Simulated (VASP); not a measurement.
# Ni (P6_3/mmc) in VASP: settings compared

The runs below take Ni through relaxation of cell and atoms, single point, with RPBE+D4, PBEsol.

All numbers are computed with VASP 6.6.1; they aren't measurements. Logs are shortened: lines on timing, memory, paths and dates and some standing lists are left out, and cuts for length are marked.

## (1) The cell of the first run

Symmetry: P6_3/mmc, No. 194, hexagonal system. The conventional cell has a = 2.448 Å, b = 2.448 Å, c = 4.073 Å, α = 90.00°, β = 90.00°, γ = 120.00°. Ni (site symmetry -6m2) has 12 Ni at 2.45 to 2.48 Å within 3.2 Å.

## (2) Relaxation of cell and atoms, RPBE+D4, collinear spin, ferromagnetic start

Input file INCAR:

```
PREC = Accurate
ENCUT = 600
EDIFF = 1E-6
ISMEAR = -1
SIGMA = 0.05
LREAL = F
LASPH = T
NELM = 150
ALGO = Fast
ISIF = 3
LWAVE = F
LCHARG = F
ISPIN = 2
MAGMOM = 1 1
LORBIT = 11
LMAXMIX = 4
GGA = RP
IVDW = 13
IBRION = 2
NSW = 60
EDIFFG = -0.01
```

Input file KPOINTS:

```
regular mesh
0
Gamma
  12 12 7
```

Input file POSCAR:

```
Ni
1.0
    2.4480228978      0.0000000000      0.0000000000
   -1.2240114489      2.1200500186      0.0000000000
    0.0000000000      0.0000000000      4.0728075700
Ni
2
Direct
    0.6666666667      0.3333333333      0.7500000000
    0.3333333333      0.6666666667      0.2500000000
```

Potentials or basis: VASP PAW PBE potentials, release 64 (Ni).

Command:

```bash
$ cat potpaw_PBE.64/Ni/POTCAR > POTCAR
$ mpirun -np 1 vasp_std > vasp.out
```

OUTCAR:

```text
PREC = Accurate
   ENCUT = 600
   EDIFF = 1E-6
   ISMEAR = -1
   LREAL = F
   LASPH = T
   NELM = 150
   ISIF = 3
   ISPIN = 2
   LORBIT = 11
   GGA = RP
   IVDW = 13
   IBRION = 2
   NSW = 60
   EDIFFG = -0.01

 ion  position               nearest neighbor table
   1  0.667  0.333  0.750-   2 2.48   2 2.48   2 2.48   2 2.48   2 2.48   2 2.48
   2  0.333  0.667  0.250-   1 2.48   1 2.48   1 2.48   1 2.48   1 2.48   1 2.48

  LATTYP: Found a hexagonal cell.
 ALAT       =     2.4480228978
 C/A-ratio  =     1.6637130207

  Lattice vectors:

 A1 = (   2.4480228978,   0.0000000000,   0.0000000000)
 A2 = (  -1.2240114489,   2.1200500186,   0.0000000000)
 A3 = (   0.0000000000,   0.0000000000,   4.0728075700)

Analysis of symmetry for initial positions (statically):
=====================================================================
 Subroutine PRICEL returns:
 Original cell was already a primitive cell.

 Routine SETGRP: Setting up the symmetry group for a
 hexagonal supercell.

 Subroutine GETGRP returns: Found 24 space group operations
 (whereof 12 operations were pure point group operations)
 out of a pool of 24 trial point group operations.

The static configuration has the point symmetry D_3d.
 The point group associated with its full space group is D_6h.

Analysis of symmetry for dynamics (positions and initial velocities):
=====================================================================
 Subroutine PRICEL returns:
 Original cell was already a primitive cell.

 Routine SETGRP: Setting up the symmetry group for a
 hexagonal supercell.

 Subroutine GETGRP returns: Found 24 space group operations
 (whereof 12 operations were pure point group operations)
 out of a pool of 24 trial point group operations.

The dynamic configuration has the point symmetry D_3d.
 The point group associated with its full space group is D_6h.

Analysis of structural, dynamic, and magnetic symmetry:
=====================================================================
 Subroutine PRICEL returns:
 Original cell was already a primitive cell.

 Routine SETGRP: Setting up the symmetry group for a
 hexagonal supercell.

 Subroutine GETGRP returns: Found 24 space group operations
 (whereof 12 operations were pure point group operations)
 out of a pool of 24 trial point group operations.

The overall configuration has the point symmetry D_3d.
 The point group associated with its full space group is D_6h.

 Subroutine INISYM returns: Found 24 space group operations
 (whereof 12 operations are pure point group operations),
 and found     1 'primitive' translations

----------------------------------------------------------------------------------------

                                     Primitive cell

  volume of cell :      21.1376

  direct lattice vectors                    reciprocal lattice vectors
     2.448022898  0.000000000  0.000000000     0.408492911  0.235843492  0.000000000
    -1.224011449  2.120050019  0.000000000     0.000000000  0.471686984  0.000000000
     0.000000000  0.000000000  4.072807570     0.000000000  0.000000000  0.245530873

  length of vectors
     2.448022898  2.448022898  4.072807570     0.471686984  0.471686984  0.245530873

  position of ions in fractional coordinates (direct lattice)
     0.666666667  0.333333333  0.750000000
     0.333333333  0.666666667  0.250000000

  ion indices of the primitive-cell ions
   primitive index   ion index
                 1           1
                 2           2

----------------------------------------------------------------------------------------

 KPOINTS: regular mesh

Automatic generation of k-mesh.
 Grid dimensions read from file:
 generate k-points for:   12   12    7

 Generating k-lattice:

  Cartesian coordinates                     Fractional coordinates (reciprocal lattice)
     0.034041076  0.019653624  0.000000000     0.083333333 -0.000000000  0.000000000
     0.000000000  0.039307249  0.000000000     0.000000000  0.083333333  0.000000000
     0.000000000  0.000000000  0.035075839     0.000000000  0.000000000  0.142857143

  Length of vectors
     0.039307249  0.039307249  0.035075839

  Shift w.r.t. Gamma in fractional coordinates (k-lattice)
     0.000000000  0.000000000  0.000000000

 Subroutine IBZKPT returns following result:
 ===========================================

 Found     76 irreducible k-points:

 Following reciprocal coordinates:
            Coordinates               Weight
  0.000000  0.000000  0.000000      1.000000
  0.083333  0.000000  0.000000      6.000000
  0.166667 -0.000000  0.000000      6.000000
  0.250000 -0.000000  0.000000      6.000000
  0.333333  0.000000  0.000000      6.000000
  0.416667 -0.000000  0.000000      6.000000
[... 16 lines left out ...]
  0.250000 -0.000000  0.142857     12.000000
  0.333333  0.000000  0.142857     12.000000
 [... further k-points ...]
   k-points           NKPTS =     76   k-points in BZ     NKDIM =     76   number of bands    NBANDS=     15
   number of dos      NEDOS =    301   number of ions     NIONS =      2
   total plane-waves  NPLWV =  14400
   dimension x,y,z NGX =    20 NGY =   20 NGZ =   36
   dimension x,y,z NGXF=    40 NGYF=   40 NGZF=   72
   ions per type =               2
   NGX,Y,Z   is equivalent  to a cutoff of  13.58, 13.58, 14.69 a.u.
   NGXF,Y,Z  is equivalent  to a cutoff of  27.16, 27.16, 29.39 a.u.
 SYSTEM =  unknown system
   PREC   = accura    normal or accurate (medium, high low for compatibility)
   ISTART =      0    job   : 0-new  1-cont  2-samecut
   ICHARG =      2    charge: 1-file 2-atom 10-const
   ISPIN  =      2    spin polarized calculation?
   LNONCOLLINEAR =      F non collinear calculations
   LSORBIT =      F    spin-orbit coupling
   LASPH  =      T    aspherical Exc in radial PAW
   ENCUT  =  600.0 eV  44.10 Ry    6.64 a.u.   4.89  4.89  8.13*2*pi/ulx,y,z
   NELM   =    150;   NELMIN=  2; NELMDL= -5     # of ELM steps
   EDIFF  = 0.1E-05   stopping-criterion for ELM
   LREAL  =      F    real-space projection
   EDIFFG = -.1E-01   stopping-criterion for IOM
   NSW    =     60    number of steps for IOM
   IBRION =      2    ionic relax: 0-MD 1-quasi-New 2-CG
   NFREE  =      1    steps in history (QN), initial steepest desc. (CG)
   ISIF   =      3    stress and relaxation
   ISYM   =      2    0-nonsym 1-usesym 2-fastsym
   POTIM  = 0.5000    time-step for ionic-motion
   TEBEG  =    0.0;   TEEND  =   0.0 temperature during run
   PSTRESS=    0.0 pullay stress
   NELECT =      20.0000    total number of electrons
   NUPDOWN=      -1.0000    fix difference up-down
   EMIN   =  10.00;   EMAX   =-10.00  energy-range for DOS
   EFERMI =   0.00;   METHOD = LEGACY
   ISMEAR =    -1;   SIGMA  =   0.05  broadening in eV -4-tet -1-fermi 0-gaus
   EFERMI_NEDOS =   21; number of points for ismear=-14 and -15
   IALGO  =     68    algorithm
   IMIX   =      4    mixing-type and parameters
     AMIX     =   0.40;   BMIX     =  1.00
     AMIX_MAG =   1.60;   BMIX_MAG =  1.00
  volume/ion in A,a.u.               =      10.57        71.32
  Fermi-wavevector in a.u.,A,eV,Ry     =   1.607187  3.037143 35.144518  2.583049
  Thomas-Fermi vector in A             =   2.703255
   LORBIT       =     11    0 simple, 1 ext, 2 COOP (PROOUT), +10 PAW based schemes
   GGA     = RP    functional components
   LHFCALC =     F    Hartree Fock is set to
   AEXX    =    0.0000 exact exchange contribution
   IVDW    =    13    specifies the selected vdW correction
   LEPSILON=     F    determine dielectric tensor
   LRPA    =     F    only Hartree local field effects (RPA)
 conjugate gradient relaxation of ions
 spin polarized calculation
 RMM-DIIS sequential band-by-band and
  energy-cutoff  :      600.00
  volume of cell :       21.14
 maximum number of plane-waves:       722
 NGX is ok and might be reduce to    20
   NGX =  9   NGY =  9   NGZ = 17

--------------------------------------- Ionic step        1  -------------------------------------------

 number of electron      20.0000004 magnetization       1.2821204

 Free energy of the ion-electron system (eV)
  ---------------------------------------------------
  ext. energy  EPLUGINS =         0.00000000
  ---------------------------------------------------
  free energy    TOTEN  =        -9.81392278 eV

  energy without entropy =       -9.77939246  energy(sigma->0) =       -9.79665762

------------------------ aborting loop because EDIFF is reached ----------------------------------------

  DFT-D4 for vdW energy calculation

  Edisp (eV):   -1.85242
[... 191 lines left out ...]
--------------------------------------- Ionic step        6  -------------------------------------------

 number of electron      19.9999996 magnetization       1.2900373

 E-fermi :   9.9954     XC(G=0): -13.3140

 val. band max:        9.9913757965   @ k =   0.2500   0.1667   0.2857
 cond. band min:       9.9965373018   @ k =   0.2500   0.1667   0.1429
 fundamental gap:      0.0051615053
 Fermi energy:         9.9953679795

 spin component 1

 k-point     1 :       0.0000    0.0000    0.0000
  band No.  band energies     occupation
      1       0.7550      1.00000
      2       4.9724      1.00000
      3       7.4508      1.00000
      4       7.5463      1.00000
      5       7.5463      1.00000
      6       7.8259      1.00000
      7       7.8259      1.00000
      8       8.2519      1.00000
      9       8.2519      1.00000
     10       9.2340      1.00000
     11       9.2340      1.00000
     12       9.5853      0.99973
[... 892 lines left out ...]
--------------------------------------- Ionic step        7  -------------------------------------------

 number of electron      19.9999996 magnetization       1.2894704

 Free energy of the ion-electron system (eV)
  ---------------------------------------------------
  ext. energy  EPLUGINS =         0.00000000
  ---------------------------------------------------
  free energy    TOTEN  =        -9.81312642 eV

  energy without entropy =       -9.77795029  energy(sigma->0) =       -9.79553836

 E-fermi :  10.0008     XC(G=0): -13.3166

 val. band max:        9.9975636210   @ k =   0.2500   0.1667   0.2857
 cond. band min:      10.0022962734   @ k =   0.2500   0.1667   0.1429
 fundamental gap:      0.0047326524
 Fermi energy:        10.0007894536

 spin component 1

 k-point     1 :       0.0000    0.0000    0.0000
  band No.  band energies     occupation
      1       0.7576      1.00000
      2       4.9755      1.00000
      3       7.4548      1.00000
      4       7.5509      1.00000
      5       7.5509      1.00000
      6       7.8305      1.00000
      7       7.8305      1.00000
      8       8.2578      1.00000
      9       8.2578      1.00000
     10       9.2400      1.00000
     11       9.2400      1.00000
     12       9.5885      0.99974
[... 886 lines left out ...]
  FREE ENERGIE OF THE ION-ELECTRON SYSTEM (eV)
  ---------------------------------------------------
  free  energy   TOTEN  =       -11.6689085465 eV

  energy  without entropy=      -11.6337324145  energy(sigma->0) =      -11.65132048

 reached required accuracy - stopping structural energy minimisation

 total charge

# of ion       s       p       d       tot
------------------------------------------
    1        0.509   0.525   8.327   9.361
    2        0.509   0.525   8.327   9.361
--------------------------------------------------
tot          1.018   1.050  16.653  18.721

 magnetization (x)

# of ion       s       p       d       tot
------------------------------------------
    1       -0.005  -0.027   0.687   0.654
    2       -0.005  -0.027   0.687   0.654
--------------------------------------------------
tot         -0.011  -0.054   1.374   1.309
```

Run time: 2.8 min. Hardware: 1 thread of Intel Xeon Platinum 8488C (Sapphire Rapids), shared host; peak memory 0.19 GiB.

Results:

| Property | Result |
| --- | --- |
| Free energy | -11.6689 eV |
| Relaxed volume | 10.55 Å³/atom |
| Relaxed cell | a = 2.459 Å, b = 2.459 Å, c = 4.028 Å, α = 90.00°, β = 90.00°, γ = 120.00° |
| Space group after relaxing (to 0.05 Å) | P6_3/mmc (No. 194) |
| Energy gained by relaxing | 1.3 meV/atom |
| Ionic steps | 7 |
| Pressure after relaxing | 0.0 GPa |
| Net moment | 1.29 μB per cell |
| Site moments | Ni +0.65 μB |
| Valence electrons inside the program's atomic spheres | Ni 9.36 |
| Dispersion energy per atom | -0.928 eV |

Step by step:
```csv
step,energy change (eV),largest force (eV/Å),pressure (GPa),volume (Å³)
1,0.0000,0.0000,-0.39,21.14
2,-0.0024,0.0000,0.39,21.06
3,-0.0025,0.0000,0.55,21.04
4,-0.0024,0.0000,-0.46,21.15
5,-0.0026,0.0000,0.20,21.09
6,-0.0026,0.0000,-0.17,21.10
7,-0.0026,0.0000,0.01,21.10
```

Final structure:
```
Ni
1.0
     2.45900    0.00000    0.00000
    -1.22950    2.12956    0.00000
     0.00000    0.00000    4.02848
Ni
2
Direct
  0.66667 0.33333 0.75000
  0.33333 0.66667 0.25000
```

Caveat: the PAW data sets were made with another functional, which shifts forces and pressure a little; pairwise dispersion overbinds metals, which lowers pressure and volume.

## (3) Single point, PBEsol, collinear spin, ferromagnetic start

Input file INCAR:

```
SYSTEM = Ni
PREC = Accurate ; ENCUT = 590
EDIFF = 1E-6 ; ISMEAR = -1
SIGMA = 0.05 ; LREAL = .FALSE.
LASPH = .TRUE. ; NELM = 200
ALGO = Normal ; ISIF = 2
LWAVE = .FALSE. ; LCHARG = .FALSE.
ISPIN = 2 ; MAGMOM = 0.75 0.75
LORBIT = 11 ; NUPDOWN = 1.5
LMAXMIX = 4 ; GGA = PS
NBANDS = 29 ; GGA_COMPAT = .FALSE.
```

Input file KPOINTS:

```
regular mesh
0
G
  10 10 6
  0 0 0
```

POSCAR is that of step 2.

Potentials or basis: VASP PAW PBE potentials, release 64 (Ni_sv_GW).

Command:

```bash
$ cat potpaw_PBE.64/Ni_sv_GW/POTCAR > POTCAR
$ mpirun -np 1 vasp_std > vasp.out
```

OUTCAR:

```text
SYSTEM = Ni
   PREC = Accurate
   ENCUT = 590
   EDIFF = 1E-6
   ISMEAR = -1
   LREAL = .FALSE.
   LASPH = .TRUE.
   NELM = 200
   ISIF = 2
   ISPIN = 2
   LORBIT = 11
   NUPDOWN = 1.5
   GGA = PS

 ion  position               nearest neighbor table
   1  0.667  0.333  0.750-   2 2.48   2 2.48   2 2.48   2 2.48   2 2.48   2 2.48
   2  0.333  0.667  0.250-   1 2.48   1 2.48   1 2.48   1 2.48   1 2.48   1 2.48

  LATTYP: Found a hexagonal cell.
 ALAT       =     2.4480228978
 C/A-ratio  =     1.6637130207

[... 1757 lines left out ...]

 VOLUME and BASIS-vectors are now :
 -----------------------------------------------------------------------------
  energy-cutoff  :      590.00
  volume of cell :       21.14
      direct lattice vectors                 reciprocal lattice vectors
     2.448022898  0.000000000  0.000000000     0.408492911  0.235843492  0.000000000
    -1.224011449  2.120050019  0.000000000     0.000000000  0.471686984  0.000000000
     0.000000000  0.000000000  4.072807570     0.000000000  0.000000000  0.245530873

 POSITION                                       TOTAL-FORCE (eV/Angst)
 -----------------------------------------------------------------------------------
      1.22401      0.70668      3.05461        -0.000000      0.000000      0.000000
     -0.00000      1.41337      1.01820         0.000000      0.000000      0.000000
 -----------------------------------------------------------------------------------
    total drift:                                0.000000     -0.000000      0.000000

  FREE ENERGIE OF THE ION-ELECTRON SYSTEM (eV)
  ---------------------------------------------------
  free  energy   TOTEN  =       -14.0955378751 eV

  energy  without entropy=      -14.0628308560  energy(sigma->0) =      -14.07918437

 total charge

# of ion       s       p       d       f       tot
--------------------------------------------------
    1        2.250   6.326   7.798   0.006  16.380
    2        2.250   6.326   7.798   0.006  16.380
--------------------------------------------------
tot          4.500  12.652  15.597   0.012  32.761

 magnetization (x)

# of ion       s       p       d       f       tot
--------------------------------------------------
    1        0.002  -0.012   0.792  -0.000   0.782
    2        0.002  -0.012   0.792  -0.000   0.782
--------------------------------------------------
tot          0.003  -0.023   1.584  -0.000   1.564
```

Run time: 57 s. Hardware: 1 thread of Intel Xeon 6975P-C (Granite Rapids), shared host; peak memory 0.2 GiB.

Results:

```
Free energy                                           : -14.0955 eV
Pressure                                              : -6.4 GPa
Net moment                                            : 1.50 μB per cell
Site moments                                          : Ni +0.78 μB
Valence electrons inside the program's atomic spheres : Ni 16.38
```

Caveat: the PAW data sets were made with another functional, which shifts forces and pressure a little; the total moment is fixed, so each spin has its own Fermi level.
